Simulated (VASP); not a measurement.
# Cu in VASP: notebook

Runs on Cu. Level: PBE. Tasks: single point.

Program: VASP 6.6.1. These are calculated values, not measurements. Logs are shortened: lines on timing, memory, paths and dates and some standing lists are left out, and cuts for length are marked.

## 1. The cell of the first run

It takes space group Fm-3m (No. 225, cubic). Conventional cell: a = 3.615 Å, b = 3.615 Å, c = 3.615 Å, α = 90.00°, β = 90.00°, γ = 90.00°. Within 3.4 Å of Cu (site symmetry m-3m) lie 12 Cu at 2.56 Å.

## 2. Single point, PBE, non-collinear spin, zero start, spin-orbit coupling

The input, INCAR:

```
ALGO = Normal
EDIFF = 1E-6
ENCUT = 520
GGA = PE
GGA_COMPAT = F
ISIF = 2
ISMEAR = -1
LASPH = T
LCHARG = T
LMAXMIX = 4
LORBIT = 11
LORBMOM = T
LREAL = F
LSORBIT = T
LVHAR = T
LWAVE = F
MAGMOM = 0 0 0
NBANDS = 22
NELM = 150
PREC = Accurate
SIGMA = 0.08
```

The input, KPOINTS:

```
k-points
0
Gamma
  19 19 19
```

The input, POSCAR:

```
Cu
1.0
    0.0000000000      1.8075000000      1.8075000000
    1.8075000000      0.0000000000      1.8075000000
    1.8075000000      1.8075000000      0.0000000000
Cu
1
Direct
    0.0000000000      0.0000000000      0.0000000000
```

Potentials or basis: VASP PAW PBE potentials, release 64 (Cu).

The run is started by

```bash
> cat potpaw_PBE.64/Cu/POTCAR > POTCAR
> mpirun -np 1 vasp_ncl > vasp.out
```

OUTCAR:

```text
EDIFF = 1E-6
   ENCUT = 520
   GGA = PE
   ISIF = 2
   ISMEAR = -1
   LASPH = T
   LORBIT = 11
   LREAL = F
   LSORBIT = T
   NELM = 150
   PREC = Accurate

 ion  position               nearest neighbor table
   1  0.000  0.000  0.000-

  LATTYP: Found a face centered cubic cell.
 ALAT       =     3.6150000000

  Lattice vectors:

 A1 = (   0.0000000000,   1.8075000000,   1.8075000000)
 A2 = (   1.8075000000,   0.0000000000,   1.8075000000)
 A3 = (   1.8075000000,   1.8075000000,   0.0000000000)

Analysis of symmetry for initial positions (statically):
=====================================================================
 Subroutine PRICEL returns:
 Original cell was already a primitive cell.

 Routine SETGRP: Setting up the symmetry group for a
 face centered cubic supercell.

 Subroutine GETGRP returns: Found 48 space group operations
 (whereof 48 operations were pure point group operations)
 out of a pool of 48 trial point group operations.

The static configuration has the point symmetry O_h .

Analysis of symmetry for dynamics (positions and initial velocities):
=====================================================================
 Subroutine PRICEL returns:
 Original cell was already a primitive cell.

 Routine SETGRP: Setting up the symmetry group for a
 face centered cubic supercell.

 Subroutine GETGRP returns: Found 48 space group operations
 (whereof 48 operations were pure point group operations)
 out of a pool of 48 trial point group operations.

The dynamic configuration has the point symmetry O_h .

Analysis of structural, dynamic, and magnetic symmetry:
=====================================================================
 Subroutine PRICEL returns:
 Original cell was already a primitive cell.

 Routine SETGRP: Setting up the symmetry group for a
 face centered cubic supercell.

 Subroutine GETGRP returns: Found 48 space group operations
 (whereof 48 operations were pure point group operations)
 out of a pool of 48 trial point group operations.

The overall configuration has the point symmetry O_h .

 Subroutine INISYM returns: Found 48 space group operations
 (whereof 48 operations are pure point group operations),
 and found     1 'primitive' translations

----------------------------------------------------------------------------------------

                                     Primitive cell

  volume of cell :      11.8104

  direct lattice vectors                    reciprocal lattice vectors
     0.000000000  1.807500000  1.807500000    -0.276625173  0.276625173  0.276625173
     1.807500000  0.000000000  1.807500000     0.276625173 -0.276625173  0.276625173
     1.807500000  1.807500000  0.000000000     0.276625173  0.276625173 -0.276625173

  length of vectors
     2.556191014  2.556191014  2.556191014     0.479128854  0.479128854  0.479128854

  position of ions in fractional coordinates (direct lattice)
     0.000000000  0.000000000  0.000000000

  ion indices of the primitive-cell ions
   primitive index   ion index
                 1           1

----------------------------------------------------------------------------------------

 KPOINTS: k-points

Automatic generation of k-mesh.
 Grid dimensions read from file:
 generate k-points for:   19   19   19

 Generating k-lattice:

  Cartesian coordinates                     Fractional coordinates (reciprocal lattice)
    -0.014559220  0.014559220  0.014559220     0.052631579  0.000000000  0.000000000
     0.014559220 -0.014559220  0.014559220     0.000000000  0.052631579  0.000000000
     0.014559220  0.014559220 -0.014559220     0.000000000  0.000000000  0.052631579

  Length of vectors
     0.025217308  0.025217308  0.025217308

  Shift w.r.t. Gamma in fractional coordinates (k-lattice)
     0.000000000  0.000000000  0.000000000

 Subroutine IBZKPT returns following result:
 ===========================================

 Found    220 irreducible k-points:

 Following reciprocal coordinates:
            Coordinates               Weight
  0.000000  0.000000  0.000000      1.000000
[... 38 lines left out ...]
   LSORBIT =      T    spin-orbit coupling
   LASPH  =      T    aspherical Exc in radial PAW
   ENCUT  =  520.0 eV  38.22 Ry    6.18 a.u.   4.75  4.75  4.75*2*pi/ulx,y,z
   NELM   =    150;   NELMIN=  2; NELMDL= -5     # of ELM steps
   EDIFF  = 0.1E-05   stopping-criterion for ELM
   LREAL  =      F    real-space projection
   EDIFFG = 0.1E-04   stopping-criterion for IOM
   NSW    =      0    number of steps for IOM
   IBRION =     -1    ionic relax: 0-MD 1-quasi-New 2-CG
   NFREE  =      0    steps in history (QN), initial steepest desc. (CG)
   ISIF   =      2    stress and relaxation
   ISYM   =      2    0-nonsym 1-usesym 2-fastsym
   POTIM  = 0.5000    time-step for ionic-motion
   TEBEG  =    0.0;   TEEND  =   0.0 temperature during run
   PSTRESS=    0.0 pullay stress
   NELECT =      11.0000    total number of electrons
   NUPDOWN=      -1.0000    fix difference up-down
   EMIN   =  10.00;   EMAX   =-10.00  energy-range for DOS
   EFERMI =   0.00;   METHOD = LEGACY
   ISMEAR =    -1;   SIGMA  =   0.08  broadening in eV -4-tet -1-fermi 0-gaus
   EFERMI_NEDOS =   21; number of points for ismear=-14 and -15
   IALGO  =     38    algorithm
   IMIX   =      4    mixing-type and parameters
     AMIX     =   0.40;   BMIX     =  1.00
     AMIX_MAG =   1.60;   BMIX_MAG =  1.00
  volume/ion in A,a.u.               =      11.81        79.70
  Fermi-wavevector in a.u.,A,eV,Ry     =   1.598763  3.021224 34.777078  2.556043
  Thomas-Fermi vector in A             =   2.696162
   LORBIT       =     11    0 simple, 1 ext, 2 COOP (PROOUT), +10 PAW based schemes
   GGA     = PE    functional components
   LHFCALC =     F    Hartree Fock is set to
   AEXX    =    0.0000 exact exchange contribution
   IVDW    =     0    specifies the selected vdW correction
   LEPSILON=     F    determine dielectric tensor
   LRPA    =     F    only Hartree local field effects (RPA)
  energy-cutoff  :      520.00
  volume of cell :       11.81
 maximum number of plane-waves:       662
   NGX =  9   NGY =  9   NGZ =  9

 number of electron      11.0000000 magnetization       0.0000000      0.0000000      0.0000000

 number of electron      11.0000001 magnetization      -0.0000000      0.0000000     -0.0000000

 number of electron      11.0000001 magnetization      -0.0000000     -0.0000000     -0.0000000

 number of electron      11.0000001 magnetization       0.0000000     -0.0000000      0.0000000

 Free energy of the ion-electron system (eV)
  ---------------------------------------------------
  ext. energy  EPLUGINS =         0.00000000
  ---------------------------------------------------
  free energy    TOTEN  =        -3.73490129 eV

  energy without entropy =       -3.72755448  energy(sigma->0) =       -3.73122789

 E-fermi :   7.6307     XC(G=0): -12.7269

 val. band max:        7.6146137759   @ k =  -0.3684   0.1579   0.0000
 cond. band min:       7.6391998381   @ k =  -0.3684   0.1579   0.0526
 fundamental gap:      0.0245860622
 Fermi energy:         7.6306615202

 k-point     1 :       0.0000    0.0000    0.0000
  band No.  band energies     occupation
      1      -1.7662      1.00000
      2      -1.7662      1.00000
      3       4.4727      1.00000
      4       4.4727      1.00000
      5       4.4728      1.00000
      6       4.4728      1.00000
[... 589 lines left out ...]
     21      34.0696      0.00000
     22      34.0696      0.00000

 [... further k-points ...]
[... 5 lines left out ...]
  --------------------------------------------------------------------------------------
  -------------------------------------------------------------------------------------
  Total        0.1733837      0.1733837      0.1733837     -0.0000000      0.0000000     -0.0000000
  in kB       23.5209064     23.5209064     23.5209064     -0.0000000      0.0000000     -0.0000000
  external PRESSURE =      23.5209064 kB  Pullay stress =       0.0000000 kB

 VOLUME and BASIS-vectors are now :
 -----------------------------------------------------------------------------
  energy-cutoff  :      520.00
  volume of cell :       11.81
      direct lattice vectors                 reciprocal lattice vectors
     0.000000000  1.807500000  1.807500000    -0.276625173  0.276625173  0.276625173
     1.807500000  0.000000000  1.807500000     0.276625173 -0.276625173  0.276625173
     1.807500000  1.807500000  0.000000000     0.276625173  0.276625173 -0.276625173

 POSITION                                       TOTAL-FORCE (eV/Angst)
 -----------------------------------------------------------------------------------
      0.00000      0.00000      0.00000        -0.000000     -0.000000      0.000000
 -----------------------------------------------------------------------------------
    total drift:                                0.000000      0.000000      0.000000

  FREE ENERGIE OF THE ION-ELECTRON SYSTEM (eV)
  ---------------------------------------------------
  free  energy   TOTEN  =        -3.7349012897 eV

  energy  without entropy=       -3.7275544834  energy(sigma->0) =       -3.73122789

 orbital moment (x)

 # of ion     p       d       tot
 ----------------------------------------
  1         0.000  -0.000  -0.000
 ----------------------------------------
            0.000  -0.000  -0.000

 orbital moment (y)

 # of ion     p       d       tot
 ----------------------------------------
  1        -0.000   0.000   0.000
 ----------------------------------------
           -0.000   0.000   0.000

 orbital moment (z)

 # of ion     p       d       tot
 ----------------------------------------
  1         0.000   0.000   0.000
 ----------------------------------------
            0.000   0.000   0.000

 Spin-Orbit-Coupling matrix elements

 Ion:    1  E_soc:     -0.0130852
 l=   1
     0.0000000    -0.0003501    -0.0003501
    -0.0003501     0.0000000    -0.0003501
    -0.0003501    -0.0003501     0.0000000
 l=   2
     0.0000000    -0.0003764     0.0000000    -0.0003764    -0.0014544
    -0.0003764     0.0000000    -0.0010908    -0.0003764    -0.0003636
     0.0000000    -0.0010908     0.0000000    -0.0010908     0.0000000
    -0.0003764    -0.0003764    -0.0010908     0.0000000    -0.0003636
    -0.0014544    -0.0003636     0.0000000    -0.0003636     0.0000000
 l=   3
     0.0000000     0.0000000     0.0000000     0.0000000     0.0000000     0.0000000     0.0000000
     0.0000000     0.0000000     0.0000000     0.0000000     0.0000000     0.0000000     0.0000000
     0.0000000     0.0000000     0.0000000     0.0000000     0.0000000     0.0000000     0.0000000
     0.0000000     0.0000000     0.0000000     0.0000000     0.0000000     0.0000000     0.0000000
     0.0000000     0.0000000     0.0000000     0.0000000     0.0000000     0.0000000     0.0000000
     0.0000000     0.0000000     0.0000000     0.0000000     0.0000000     0.0000000     0.0000000
     0.0000000     0.0000000     0.0000000     0.0000000     0.0000000     0.0000000     0.0000000

 total charge

# of ion       s       p       d       tot
------------------------------------------
    1        0.447   0.383   9.171  10.002

 magnetization (x)

# of ion       s       p       d       tot
------------------------------------------
    1       -0.000  -0.000   0.000  -0.000

 magnetization (y)

# of ion       s       p       d       tot
------------------------------------------
    1       -0.000  -0.000   0.000  -0.000

 magnetization (z)

# of ion       s       p       d       tot
------------------------------------------
    1       -0.000   0.000   0.000   0.000
```

It took 47 s on 1 thread of Intel Xeon 6975P-C (Granite Rapids), shared host; peak memory 0.21 GiB.

Results:

```yaml
Free_energy: -3.7349 eV
Pressure: 2.4 GPa
Net_moment: 0.00 μB per cell
Valence_electrons_inside_the_program's_atomic_spheres: Cu 10.00
```

Moments on the atoms (μB; x, y, z):
```
Cu  0.00 0.00 0.00
```

## 3. Single point, PBE (equal xy, yz and zx shear strains of -2 %)

The input, INCAR:

```
SYSTEM = Cu
ALGO     = Normal         ! electronic algorithm
EDIFF    = 1E-6           ! SCF threshold, eV
ENCUT    = 520            ! plane-wave cutoff, eV
GGA      = PE             ! functional
ISIF     = 2              ! what is computed and relaxed
ISMEAR   = -1             ! smearing method
LASPH    = .True.         ! aspherical terms in the spheres
LCHARG   = .False.        ! write CHGCAR
LREAL    = .False.        ! projectors in reciprocal space
LWAVE    = .False.        ! write WAVECAR
NBANDS   = 12             ! bands
NELM     = 100            ! most SCF steps
PREC     = Accurate       ! precision mode
SIGMA    = 0.08           ! smearing width, eV
```

The input, KPOINTS:

```
k-points
0
Gamma
  19 19 19
  0 0 0
```

The input, POSCAR:

```
Cu
1.0
   -0.0361500000      1.7894250000      1.7894250000
    1.7894250000     -0.0361500000      1.7894250000
    1.7894250000      1.7894250000     -0.0361500000
Cu
1
Direct
    0.0000000000      0.0000000000      0.0000000000
```

Potentials or basis: VASP PAW PBE potentials, release 64 (Cu).

The run is started by

```bash
> cat potpaw_PBE.64/Cu/POTCAR > POTCAR
> mpirun -np 1 vasp_std > vasp.out
```

It took 48 s on 1 thread of AMD EPYC 9R45 (Zen 5), shared host; peak memory 0.17 GiB.

It converged, with:

- Free energy: -3.7251 eV
- Pressure: 2.5 GPa

Stress tensor (GPa, compression positive):
```
2.47 1.44 1.44
1.44 2.47 1.44
1.44 1.44 2.47
```

Levels at points of the mesh, in eV from the Fermi level:
| k point | band 4 | band 5 | band 6 | band 7 | band 8 | band 9 |
| --- | --- | --- | --- | --- | --- | --- |
| (0.00, 0.00, 0.00) | -2.97 | -2.24 | -2.24 | 22.44 | 24.72 | 24.72 |

Caveat: the cell differs from its parent crystal (equal xy, yz and zx shear strains of -2 %).

[end of part 1 of 2]
